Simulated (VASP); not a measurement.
Input of a VASP 6.6.1 run:

Contents of INCAR:

```
PREC     = Accurate       # precision mode
ENCUT    = 520            # plane-wave cutoff, eV
EDIFF    = 1E-6           # SCF threshold, eV
ISMEAR   = 0              # smearing method
SIGMA    = 0.2            # smearing width, eV
LREAL    = False          # projectors in reciprocal space
LASPH    = True           # aspherical terms in the spheres
NELM     = 60             # most SCF steps
ALGO     = Fast           # electronic algorithm
ISIF     = 2              # what is computed and relaxed
LWAVE    = False          # write WAVECAR
LCHARG   = False          # write CHGCAR
GGA      = PE             # functional
NBANDS   = 26             # bands
```

Contents of KPOINTS:

```
Automatic mesh
0
Gamma
  6 6 2
```

File POSCAR:

```
Rb
1.0
    5.0646090873      0.0000000000      0.0000000000
   -2.5323045437      4.3860801299      0.0000000000
    0.0000000000      0.0000000000     16.4540989461
Rb
4
Direct
    0.6666666667      0.3333333333      0.1249890436
    0.6666666667      0.3333333333      0.6249890436
    0.3333333333      0.6666666667      0.3750109564
    0.3333333333      0.6666666667      0.8750109564
```

Potentials or basis: VASP PAW PBE potentials, release 64 (Rb_sv).

The run is started by

```sh
$ cat potpaw_PBE.64/Rb_sv/POTCAR > POTCAR
$ mpirun -np 1 vasp_std > vasp.out
```

Problem. Estimate the pressure.

Solution. 0.0 GPa.

Problem. What does it give for the band gap on the k mesh?

Solution. Zero (band 18 reaches 0.83 eV, above the bottom of band 19 at -1.29 eV).

Stress tensor (GPa, compression positive):
```
 0.03  0.00  0.00
 0.00  0.03  0.00
 0.00  0.00 -0.04
```
